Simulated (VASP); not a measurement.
# TePd (zincblende type) (F-43m) in VASP: a series of runs

The runs below take TePd (zincblende type) through density of states, with LDA.

Program: VASP 6.6.1. These are calculated values, not measurements. Logs are shortened: lines on timing, memory, paths and dates and some standing lists are left out, and cuts for length are marked.

### Step 1. The cell of the first run

Symmetry: F-43m, No. 216, cubic system. Conventional cell: a = 5.234 Å, b = 5.234 Å, c = 5.234 Å, α = 90.00°, β = 90.00°, γ = 90.00°. Within 3.0 Å of Pd (site symmetry -43m) lie 4 Te at 2.27 Å. Within 3.0 Å of Te (site symmetry -43m) lie 4 Pd at 2.27 Å.

### Step 2. Density of states, LDA (volume scaled by 0.7)

File POSCAR:

```
TePd
1.0
    0.0000000000      2.6171810748      2.6171810748
    2.6171810748      0.0000000000      2.6171810748
    2.6171810748      2.6171810748      0.0000000000
Pd Te
1 1
Direct
    0.0000000000      0.0000000000      0.0000000000
    0.2500000000      0.2500000000      0.2500000000
```

File INCAR.step1:

```
SYSTEM = TePd
ALGO = Normal ; EDIFF = 1E-6
ENCUT = 520 ; ISIF = 2
ISMEAR = -1 ; LASPH = .TRUE.
LCHARG = .TRUE. ; LMAXMIX = 4
LREAL = .FALSE. ; LWAVE = .FALSE.
NBANDS = 15 ; NELM = 100
PREC = Accurate ; SIGMA = 0.1
```

File KPOINTS.step1:

```
k-points
0
G
  12 12 12
  0 0 0
```

File INCAR.step2:

```
SYSTEM = TePd
ALGO = Normal ; EDIFF = 1E-6
ENCUT = 520 ; ICHARG = 11
ISIF = 2 ; ISMEAR = -5
LASPH = .TRUE. ; LCHARG = .FALSE.
LMAXMIX = 4 ; LORBIT = 11
LREAL = .FALSE. ; LWAVE = .FALSE.
NBANDS = 15 ; NEDOS = 1001
NELM = 100 ; PREC = Accurate
SIGMA = 0.1
```

File KPOINTS.step2:

```
k-points
0
G
  18 18 18
  0 0 0
```

Potentials or basis: VASP PAW LDA potentials, release 64 (Pd, Te).

On the command line:

```sh
> cat potpaw_LDA.64/Pd/POTCAR potpaw_LDA.64/Te/POTCAR > POTCAR
> cp INCAR.step1 INCAR
> cp KPOINTS.step1 KPOINTS
> mpirun -np 1 vasp_std > vasp.out
> cp INCAR.step2 INCAR
> cp KPOINTS.step2 KPOINTS
> mpirun -np 1 vasp_std > vasp.out
```

OUTCAR:

```text
SYSTEM = TePd
   EDIFF = 1E-6
   ENCUT = 520
   ICHARG = 11
   ISIF = 2
   ISMEAR = -5
   LASPH = .TRUE.
   LORBIT = 11
   LREAL = .FALSE.
   NELM = 100
   PREC = Accurate

 ion  position               nearest neighbor table
   1  0.000  0.000  0.000-   2 2.27   2 2.27   2 2.27   2 2.27
   2  0.250  0.250  0.250-   1 2.27   1 2.27   1 2.27   1 2.27

  LATTYP: Found a face centered cubic cell.
 ALAT       =     5.2343621496

  Lattice vectors:

 A1 = (   0.0000000000,   2.6171810748,   2.6171810748)
 A2 = (   2.6171810748,   0.0000000000,   2.6171810748)
 A3 = (   2.6171810748,   2.6171810748,   0.0000000000)

Analysis of symmetry for initial positions (statically):
=====================================================================
 Subroutine PRICEL returns:
 Original cell was already a primitive cell.

 Routine SETGRP: Setting up the symmetry group for a
 face centered cubic supercell.

 Subroutine GETGRP returns: Found 24 space group operations
 (whereof 24 operations were pure point group operations)
 out of a pool of 48 trial point group operations.

The static configuration has the point symmetry T_d .

Analysis of symmetry for dynamics (positions and initial velocities):
=====================================================================
 Subroutine PRICEL returns:
 Original cell was already a primitive cell.

 Routine SETGRP: Setting up the symmetry group for a
 face centered cubic supercell.

 Subroutine GETGRP returns: Found 24 space group operations
 (whereof 24 operations were pure point group operations)
 out of a pool of 48 trial point group operations.

The dynamic configuration has the point symmetry T_d .

 Subroutine INISYM returns: Found 24 space group operations
 (whereof 24 operations are pure point group operations),
 and found     1 'primitive' translations

----------------------------------------------------------------------------------------

                                     Primitive cell

  volume of cell :      35.8535

  direct lattice vectors                    reciprocal lattice vectors
     0.000000000  2.617181075  2.617181075    -0.191045245  0.191045245  0.191045245
     2.617181075  0.000000000  2.617181075     0.191045245 -0.191045245  0.191045245
     2.617181075  2.617181075  0.000000000     0.191045245  0.191045245 -0.191045245

  length of vectors
     3.701252971  3.701252971  3.701252971     0.330900071  0.330900071  0.330900071

  position of ions in fractional coordinates (direct lattice)
     0.000000000  0.000000000  0.000000000
     0.250000000  0.250000000  0.250000000

  ion indices of the primitive-cell ions
   primitive index   ion index
                 1           1
                 2           2

----------------------------------------------------------------------------------------

 KPOINTS: k-points

Automatic generation of k-mesh.
 Grid dimensions read from file:
 generate k-points for:   18   18   18

 Generating k-lattice:

  Cartesian coordinates                     Fractional coordinates (reciprocal lattice)
    -0.010613625  0.010613625  0.010613625     0.055555556  0.000000000  0.000000000
     0.010613625 -0.010613625  0.010613625     0.000000000  0.055555556  0.000000000
     0.010613625  0.010613625 -0.010613625     0.000000000  0.000000000  0.055555556

  Length of vectors
     0.018383337  0.018383337  0.018383337

  Shift w.r.t. Gamma in fractional coordinates (k-lattice)
     0.000000000  0.000000000  0.000000000

 TETIRR: Found    806 inequivalent tetrahedra from    34992

 Subroutine IBZKPT returns following result:
 ===========================================

 Found    195 irreducible k-points:

 Following reciprocal coordinates:
            Coordinates               Weight
  0.000000  0.000000  0.000000      1.000000
  0.055556  0.000000  0.000000      8.000000
  0.111111  0.000000  0.000000      8.000000
  0.166667  0.000000  0.000000      8.000000
  0.222222  0.000000  0.000000      8.000000
  0.277778  0.000000  0.000000      8.000000
[... 16 lines left out ...]
 -0.277778  0.055556  0.000000     24.000000
 -0.222222  0.055556  0.000000     24.000000
 [... further k-points ...]
   k-points           NKPTS =    195   k-points in BZ     NKDIM =    195   number of bands    NBANDS=     15
   number of dos      NEDOS =   1001   number of ions     NIONS =      2
   total plane-waves  NPLWV =  21952
   dimension x,y,z NGX =    28 NGY =   28 NGZ =   28
   dimension x,y,z NGXF=    56 NGYF=   56 NGZF=   56
   ions per type =               1   1
   NGX,Y,Z   is equivalent  to a cutoff of  12.58, 12.58, 12.58 a.u.
   NGXF,Y,Z  is equivalent  to a cutoff of  25.15, 25.15, 25.15 a.u.
 SYSTEM =  TePd
   PREC   = accura    normal or accurate (medium, high low for compatibility)
   ISTART =      0    job   : 0-new  1-cont  2-samecut
   ICHARG =     11    charge: 1-file 2-atom 10-const
   ISPIN  =      1    spin polarized calculation?
   LNONCOLLINEAR =      F non collinear calculations
   LSORBIT =      F    spin-orbit coupling
   LASPH  =      T    aspherical Exc in radial PAW
   ENCUT  =  520.0 eV  38.22 Ry    6.18 a.u.   6.88  6.88  6.88*2*pi/ulx,y,z
   NELM   =    100;   NELMIN=  2; NELMDL=  0     # of ELM steps
   EDIFF  = 0.1E-05   stopping-criterion for ELM
   LREAL  =      F    real-space projection
   EDIFFG = 0.1E-04   stopping-criterion for IOM
   NSW    =      0    number of steps for IOM
   IBRION =     -1    ionic relax: 0-MD 1-quasi-New 2-CG
   NFREE  =      0    steps in history (QN), initial steepest desc. (CG)
   ISIF   =      2    stress and relaxation
   ISYM   =      2    0-nonsym 1-usesym 2-fastsym
   POTIM  = 0.5000    time-step for ionic-motion
   TEBEG  =    0.0;   TEEND  =   0.0 temperature during run
   PSTRESS=    0.0 pullay stress
   NELECT =      16.0000    total number of electrons
   NUPDOWN=      -1.0000    fix difference up-down
   EMIN   =  10.00;   EMAX   =-10.00  energy-range for DOS
   EFERMI =   0.00;   METHOD = LEGACY
   ISMEAR =    -5;   SIGMA  =   0.10  broadening in eV -4-tet -1-fermi 0-gaus
   EFERMI_NEDOS =   21; number of points for ismear=-14 and -15
   IALGO  =     38    algorithm
   IMIX   =      4    mixing-type and parameters
     AMIX     =   0.40;   BMIX     =  1.00
     AMIX_MAG =   1.60;   BMIX_MAG =  1.00
  volume/ion in A,a.u.               =      17.93       120.98
  Fermi-wavevector in a.u.,A,eV,Ry     =   1.251040  2.364122 21.294479  1.565100
  Thomas-Fermi vector in A             =   2.385006
   LORBIT       =     11    0 simple, 1 ext, 2 COOP (PROOUT), +10 PAW based schemes
   GGA     = CA    functional components
   LHFCALC =     F    Hartree Fock is set to
   AEXX    =    0.0000 exact exchange contribution
   IVDW    =     0    specifies the selected vdW correction
   LEPSILON=     F    determine dielectric tensor
   LRPA    =     F    only Hartree local field effects (RPA)
 non-spin polarized calculation
 Fermi weights with tetrahedron method with Bloechl corrections
  energy-cutoff  :      520.00
  volume of cell :       35.85
 maximum number of plane-waves:       982

 number of electron      15.9999996 magnetization

 Free energy of the ion-electron system (eV)
  ---------------------------------------------------
  ext. energy  EPLUGINS =         0.00000000
  ---------------------------------------------------
  free energy    TOTEN  =        -7.93954806 eV

  energy without entropy =       -7.93954806  energy(sigma->0) =       -7.93954806

 E-fermi :  11.8052     XC(G=0): -12.0147

 val. band max:       11.8293320444   @ k =  -0.4444   0.1667   0.0556
 cond. band min:      11.7649548199   @ k =   0.3333   0.2778   0.0000
 fundamental gap:     -0.0643772246
 Fermi energy:        11.8051603265

 k-point     1 :       0.0000    0.0000    0.0000
  band No.  band energies     occupation
      1      -3.3032      2.00000
      2       4.6384      2.00000
      3       4.6384      2.00000
      4       4.6384      2.00000
      5       6.9978      2.00000
      6       6.9978      2.00000
      7      15.9429      0.00000
      8      15.9429      0.00000
      9      15.9429      0.00000
     10      16.1560      0.00000
     11      18.4685      0.00000
     12      18.4685      0.00000
     13      18.4685      0.00000
     14      22.2848      0.00000
     15      23.4995      0.00000

 k-point     2 :       0.0556    0.0000    0.0000
  band No.  band energies     occupation
      1      -3.2636      2.00000
      2       4.6134      2.00000
      3       4.6550      2.00000
      4       4.6550      2.00000
      5       6.9892      2.00000
      6       6.9892      2.00000
      7      15.2361      0.00000
      8      15.8226      0.00000
      9      15.8226      0.00000
     10      16.5195      0.00000
     11      18.5687      0.00000
     12      18.5813      0.00000
     13      18.5813      0.00000
     14      22.4147      0.00000
     15      23.3378      0.00000

 k-point     3 :       0.1111    0.0000    0.0000
  band No.  band energies     occupation
      1      -3.1471      2.00000
      2       4.5450      2.00000
      3       4.7018      2.00000
      4       4.7018      2.00000
      5       6.9674      2.00000
      6       6.9674      2.00000
      7      14.1436      0.00000
      8      15.5128      0.00000
      9      15.5128      0.00000
     10      16.7824      0.00000
     11      18.7663      0.00000
     12      18.8559      0.00000
     13      18.8559      0.00000
     14      22.6184      0.00000
     15      23.0503      0.00000
[... 343 lines left out ...]
 k-point    23 :      -0.2778    0.0556    0.0000
  band No.  band energies     occupation
      1      -2.3294      2.00000
      2       4.2829      2.00000
      3       4.9494      2.00000
      4       4.9533      2.00000
      5       6.8859      2.00000
      6       7.0210      2.00000
      7      10.1331      2.00000
      8      13.3989      0.00000
      9      14.2979      0.00000
     10      16.9112      0.00000
     11      19.4885      0.00000
     12      19.5021      0.00000
     13      20.4067      0.00000
     14      22.8496      0.00000
     15      23.3447      0.00000

 k-point    24 :      -0.2222    0.0556    0.0000
  band No.  band energies     occupation
      1      -2.6036      2.00000
      2       4.3250      2.00000
      3       4.8818      2.00000
      4       4.8902      2.00000
      5       6.8679      2.00000
      6       6.9909      2.00000
      7      11.2809      2.01775
      8      13.7725      0.00000
      9      14.8019      0.00000
     10      17.1018      0.00000
     11      19.3338      0.00000
     12      19.3516      0.00000
     13      19.8365      0.00000
     14      22.4517      0.00000
     15      23.2513      0.00000

 [... further k-points ...]
[... 5 lines left out ...]
  --------------------------------------------------------------------------------------
  -------------------------------------------------------------------------------------
  Total       17.0765360     17.0765360     17.0765360      0.0000000      0.0000000      0.0000000
  in kB      763.0957782    763.0957782    763.0957782      0.0000000      0.0000000      0.0000000
  external PRESSURE =     763.0957782 kB  Pullay stress =       0.0000000 kB

 VOLUME and BASIS-vectors are now :
 -----------------------------------------------------------------------------
  energy-cutoff  :      520.00
  volume of cell :       35.85
      direct lattice vectors                 reciprocal lattice vectors
     0.000000000  2.617181075  2.617181075    -0.191045245  0.191045245  0.191045245
     2.617181075  0.000000000  2.617181075     0.191045245 -0.191045245  0.191045245
     2.617181075  2.617181075  0.000000000     0.191045245  0.191045245 -0.191045245

 POSITION                                       TOTAL-FORCE (eV/Angst)
 -----------------------------------------------------------------------------------
      0.00000      0.00000      0.00000         0.000000     -0.000000      0.000000
      1.30859      1.30859      1.30859        -0.000000      0.000000     -0.000000
 -----------------------------------------------------------------------------------
    total drift:                                0.000000      0.000000     -0.000000

  FREE ENERGIE OF THE ION-ELECTRON SYSTEM (eV)
  ---------------------------------------------------
  free  energy   TOTEN  =        -7.9395480566 eV

  energy  without entropy=       -7.9395480566  energy(sigma->0) =       -7.93954806

 total charge

# of ion       s       p       d       tot
------------------------------------------
    1        0.742   0.962   8.953  10.657
    2        1.382   2.177   0.237   3.795
--------------------------------------------------
tot          2.124   3.138   9.190  14.452
```

Wall time 39 s (1 thread of Intel Xeon 6975P-C (Granite Rapids), shared host); peak memory 0.22 GiB.

Results:

```
Valence electrons inside the program's atomic spheres : Pd 10.66; Te 3.79
```

Caveat: the cell differs from its parent crystal (volume scaled by 0.7); spin-orbit coupling is left out, which moves the levels of the heavy elements; tetrahedron occupations give inexact forces and stress in metals.

### Step 3. Density of states, LDA

This run uses another cell than the first one, of 25.61 Å³/atom, 1.429 times its volume.

File POSCAR:

```
TePd
1.0
    0.0000000000      2.9475946383      2.9475946383
    2.9475946383      0.0000000000      2.9475946383
    2.9475946383      2.9475946383      0.0000000000
Pd Te
1 1
Direct
    0.0000000000      0.0000000000      0.0000000000
    0.2500000000      0.2500000000      0.2500000000
```

File INCAR.step1:

```
PREC     = Accurate       # precision mode
ENCUT    = 520            # plane-wave cutoff, eV
EDIFF    = 1E-6           # SCF threshold, eV
ISMEAR   = -1             # smearing method
SIGMA    = 0.1            # smearing width, eV
LREAL    = False          # projectors in reciprocal space
LASPH    = True           # aspherical terms in the spheres
NELM     = 100            # most SCF steps
ALGO     = Normal         # electronic algorithm
ISIF     = 2              # what is computed and relaxed
LWAVE    = False          # write WAVECAR
LCHARG   = True           # write CHGCAR
LMAXMIX  = 4              # l up to which the mixer works
NBANDS   = 15             # bands
```

File KPOINTS.step1:

```
Automatic mesh
0
Gamma
  12 12 12
```

File INCAR.step2:

```
PREC     = Accurate       # precision mode
ENCUT    = 520            # plane-wave cutoff, eV
EDIFF    = 1E-6           # SCF threshold, eV
ISMEAR   = -5             # smearing method
SIGMA    = 0.1            # smearing width, eV
LREAL    = False          # projectors in reciprocal space
LASPH    = True           # aspherical terms in the spheres
NELM     = 100            # most SCF steps
ALGO     = Normal         # electronic algorithm
ISIF     = 2              # what is computed and relaxed
LWAVE    = False          # write WAVECAR
LCHARG   = False          # write CHGCAR
LMAXMIX  = 4              # l up to which the mixer works
LORBIT   = 11             # projections on sites
NEDOS    = 1001           # points of the DOS
ICHARG   = 11             # starting density
```

File KPOINTS.step2:

```
Automatic mesh
0
Gamma
  18 18 18
```

Potentials or basis: VASP PAW LDA potentials, release 64 (Pd, Te).

On the command line:

```sh
> cat potpaw_LDA.64/Pd/POTCAR potpaw_LDA.64/Te/POTCAR > POTCAR
> cp INCAR.step1 INCAR
> cp KPOINTS.step1 KPOINTS
> mpirun -np 1 vasp_std > vasp.out
> cp INCAR.step2 INCAR
> cp KPOINTS.step2 KPOINTS
> mpirun -np 1 vasp_std > vasp.out
```

It took 34 s on 1 thread of Intel Xeon 6975P-C (Granite Rapids), shared host; peak memory 0.26 GiB.

Results (log left out):

| Property | Result |
| --- | --- |
| Valence electrons inside the program's atomic spheres | Pd 9.62; Te 3.39 |

Levels at points of the mesh, in eV from the Fermi level:
```tsv
k point	band 4	band 5	band 6	band 7	band 8	band 9	band 10	band 11	band 12
(0.00, 0.00, 0.00)	-4.70	-2.91	-2.91	2.45	2.45	2.45	2.99	6.14	6.14
(0.50, 0.00, 0.00)	-4.42	-2.85	-2.85	-2.59	0.84	0.84	3.90	6.93	6.93
(0.50, 0.50, 0.00)	-3.79	-2.83	-2.72	-2.17	-1.25	-1.25	4.01	4.66	11.63
```

Caveat: spin-orbit coupling is left out, which moves the levels of the heavy elements; tetrahedron occupations give inexact forces and stress in metals.

### Step 4. Density of states, LDA (volume scaled by 0.4)

File POSCAR:

```
TePd
1.0
    0.0000000000      2.1718062985      2.1718062985
    2.1718062985      0.0000000000      2.1718062985
    2.1718062985      2.1718062985      0.0000000000
Pd Te
1 1
Direct
    0.0000000000      0.0000000000      0.0000000000
    0.2500000000      0.2500000000      0.2500000000
```

File INCAR.step1:

```
ALGO = Normal
EDIFF = 1E-6
ENCUT = 520
GGA = CA
ISIF = 2
ISMEAR = -1
LASPH = True
LCHARG = True
LMAXMIX = 4
LREAL = False
LWAVE = False
NBANDS = 15
NELM = 60
PREC = Accurate
SIGMA = 0.1
```

File KPOINTS.step1:

```
k-points
0
Gamma
  12 12 12
```

File INCAR.step2:

```
ALGO = Normal
EDIFF = 1E-6
ENCUT = 520
GGA = CA
ICHARG = 11
ISIF = 2
ISMEAR = -5
LASPH = True
LCHARG = False
LMAXMIX = 4
LORBIT = 10
LREAL = False
LWAVE = False
NBANDS = 15
NEDOS = 1001
NELM = 60
PREC = Accurate
SIGMA = 0.1
```

File KPOINTS.step2:

```
k-points
0
Gamma
  18 18 18
```

On the command line:

```sh
> cat potpaw_LDA.64/Pd/POTCAR potpaw_LDA.64/Te/POTCAR > POTCAR
> cp INCAR.step1 INCAR
> cp KPOINTS.step1 KPOINTS
> mpirun -np 1 vasp_std > vasp.out
> cp INCAR.step2 INCAR
> cp KPOINTS.step2 KPOINTS
> mpirun -np 1 vasp_std > vasp.out
```

Wall time 2.2 min (1 thread of AMD EPYC 7R13, shared host); peak memory 0.15 GiB.

Levels at points of the mesh, in eV from the Fermi level:
| k point | band 4 | band 5 | band 6 | band 7 | band 8 | band 9 | band 10 | band 11 | band 12 | band 13 |
| --- | --- | --- | --- | --- | --- | --- | --- | --- | --- | --- |
| (0.00, 0.00, 0.00) | -13.51 | -9.93 | -9.93 | 4.97 | 5.02 | 5.02 | 5.02 | 9.46 | 9.77 | 9.77 |
| (0.50, 0.00, 0.00) | -12.91 | -9.78 | -9.78 | -7.13 | 2.30 | 2.30 | 2.30 | 9.42 | 9.42 | 13.76 |
| (0.50, 0.50, 0.00) | -10.01 | -10.01 | -9.98 | -4.73 | -4.73 | -4.60 | 4.90 | 6.68 | 12.68 | 16.40 |

Caveat: the cell differs from its parent crystal (volume scaled by 0.4); spin-orbit coupling is left out, which moves the levels of the heavy elements; tetrahedron occupations give inexact forces and stress in metals.
